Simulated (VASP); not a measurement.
The system is B.

```
B
1.0
     2.45400    1.41682    4.18900
    -2.45400    1.41682    4.18900
     0.00000   -2.83364    4.18900
B
12
Direct
  0.01040 0.65730 0.01040
  0.01040 0.01040 0.65730
  0.65730 0.01040 0.01040
  0.98960 0.34270 0.98960
  0.34270 0.98960 0.98960
  0.98960 0.98960 0.34270
  0.22060 0.63230 0.22060
  0.22060 0.22060 0.63230
  0.63230 0.22060 0.22060
  0.77940 0.36770 0.77940
  0.36770 0.77940 0.77940
  0.77940 0.77940 0.36770
```

```yaml
Program: VASP 6.6.1
Task: relaxation of cell and atoms
Functional: r2SCAN
Potentials_or_basis: VASP PAW PBE potentials, release 64 (B)
Cutoff: 600 eV
k_mesh: 4 × 4 × 4
Occupations: fermi-dirac, width 0.05 eV
Spin: no spin polarisation
```

At the start: pressure -1.2 GPa; volume 7.28 Å³/atom.

Task: Where does the relaxation end?

Result: Over 7 steps the energy falls by 4.4 meV/atom and the volume is 7.23 Å³/atom (-0.7 %); space group R-3m (No. 166, to 0.1 Å) before and after.

The path:
| step | energy change (eV) | largest force (eV/Å) | pressure (GPa) | volume (Å³) |
| --- | --- | --- | --- | --- |
| 1 | 0.0000 | 0.8926 | -1.20 | 87.39 |
| 2 | 0.0640 | 1.5366 | -0.15 | 86.70 |
| 3 | -0.0506 | 0.1217 | -1.03 | 87.10 |
| 4 | -0.0527 | 0.0468 | 0.56 | 86.57 |
| 5 | -0.0532 | 0.0225 | 0.08 | 86.73 |
| 6 | -0.0532 | 0.0224 | 0.05 | 86.74 |
| 7 | -0.0533 | 0.0097 | -0.05 | 86.76 |

Final structure:
```yaml
crystal:
  lattice:
    - [2.45019, 1.41462, 4.17162]
    - [-2.45019, 1.41462, 4.17162]
    - [0.00000, -2.82924, 4.17162]
  atoms:
    - { symbol: B, position: [0.00984, 0.65439, 0.00984] }
    - { symbol: B, position: [0.00984, 0.00984, 0.65439] }
    - { symbol: B, position: [0.65439, 0.00984, 0.00984] }
    - { symbol: B, position: [0.99016, 0.34561, 0.99016] }
    - { symbol: B, position: [0.34561, 0.99016, 0.99016] }
    - { symbol: B, position: [0.99016, 0.99016, 0.34561] }
    - { symbol: B, position: [0.22060, 0.63162, 0.22060] }
    - { symbol: B, position: [0.22060, 0.22060, 0.63162] }
    - { symbol: B, position: [0.63162, 0.22060, 0.22060] }
    - { symbol: B, position: [0.77940, 0.36838, 0.77940] }
    - { symbol: B, position: [0.36838, 0.77940, 0.77940] }
    - { symbol: B, position: [0.77940, 0.77940, 0.36838] }
```

Caveat: the PAW data sets were made with another functional, which shifts forces and pressure a little.
